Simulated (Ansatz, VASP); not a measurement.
## Mg in VASP and in Ansatz

File INCAR:

```
SYSTEM = Mg
  PREC = Accurate
  ENCUT = 520
  EDIFF = 1E-6
  ISMEAR = 0
  SIGMA = 0.1
  LREAL = .FALSE.
  LASPH = .TRUE.
  NELM = 80
  ALGO = Fast
  ISIF = 2
  LWAVE = .FALSE.
  LCHARG = .FALSE.
  GGA = PS
  NBANDS = 24
```

KPOINTS

```
regular mesh
0
G
  3 3 3
  0 0 0
```

Contents of POSCAR:

```
Mg
1.0
    3.6449664690      2.1044223721      6.2161336964
   -3.6449664690      2.1044223721      6.2161336964
    0.0000000000     -4.2088447441      6.2161336964
Mg
12
Direct
    0.0101900000      0.6536100000      0.0101900000
    0.0101900000      0.0101900000      0.6536100000
    0.6536100000      0.0101900000      0.0101900000
    0.9898100000      0.3463900000      0.9898100000
    0.3463900000      0.9898100000      0.9898100000
    0.9898100000      0.9898100000      0.3463900000
    0.2211800000      0.6306000000      0.2211800000
    0.2211800000      0.2211800000      0.6306000000
    0.6306000000      0.2211800000      0.2211800000
    0.7788200000      0.3694000000      0.7788200000
    0.3694000000      0.7788200000      0.7788200000
    0.7788200000      0.7788200000      0.3694000000
```

Input for Ansatz:

```yaml
crystal:
  lattice:
    - [3.644966469, 2.1044223721, 6.2161336964]
    - [-3.644966469, 2.1044223721, 6.2161336964]
    - [0.0, -4.2088447441, 6.2161336964]
  atoms:
    - { symbol: Mg, position: [0.01019, 0.65361, 0.01019] }
    - { symbol: Mg, position: [0.01019, 0.01019, 0.65361] }
    - { symbol: Mg, position: [0.65361, 0.01019, 0.01019] }
    - { symbol: Mg, position: [0.98981, 0.34639, 0.98981] }
    - { symbol: Mg, position: [0.34639, 0.98981, 0.98981] }
    - { symbol: Mg, position: [0.98981, 0.98981, 0.34639] }
    - { symbol: Mg, position: [0.22118, 0.6306, 0.22118] }
    - { symbol: Mg, position: [0.22118, 0.22118, 0.6306] }
    - { symbol: Mg, position: [0.6306, 0.22118, 0.22118] }
    - { symbol: Mg, position: [0.77882, 0.3694, 0.77882] }
    - { symbol: Mg, position: [0.3694, 0.77882, 0.77882] }
    - { symbol: Mg, position: [0.77882, 0.77882, 0.3694] }
basis:
  ecutwfc: 420
kpoints:
  mp_grid: { grid: [3, 3, 3] }
hamiltonian:
  xc: pbesol
scf:
  occupations: { method: gaussian, width: 0.1 }
  lower_state_search: "off"
output:
  forces: true
  stress: true
  eigenvalues: true
```

Alike in both runs: task single point; functional PBEsol; k mesh 3 × 3 × 3; occupations gaussian, width 0.1 eV; no spin polarisation.

|  | VASP | Ansatz |
| --- | --- | --- |
| version | VASP 6.6.1 | Ansatz 0.2.0 |
| potentials or method | VASP PAW PBE potentials, release 64 (Mg), cutoff 520 eV | scalar-relativistic, plane waves, PAW |
| valence electrons in the cell | 24 | 120 |

```tsv
	VASP	Ansatz	Ansatz less VASP
gap on the k mesh at the Fermi level (eV)	none	none	-
pressure (GPa)	14.8	14.5	-0.24
traceless stress, the component that is largest in VASP (GPa)	3.37	3.33	-0.031
rms of the force components (eV/Å)	1.078	1.064	-0.0140
```

VASP's potentials were made for PBE, not for PBEsol. Atom by atom the forces differ by 0.014 eV/Å (rms over components). A gap of «none» marks a metal or a gap that the smearing closes. The functional is the same, so the differences come from potentials, cutoffs and numerics. VASP's potentials hold 24 valence electrons a cell and Ansatz's 120, so a difference there can come from the potentials and not from the codes.
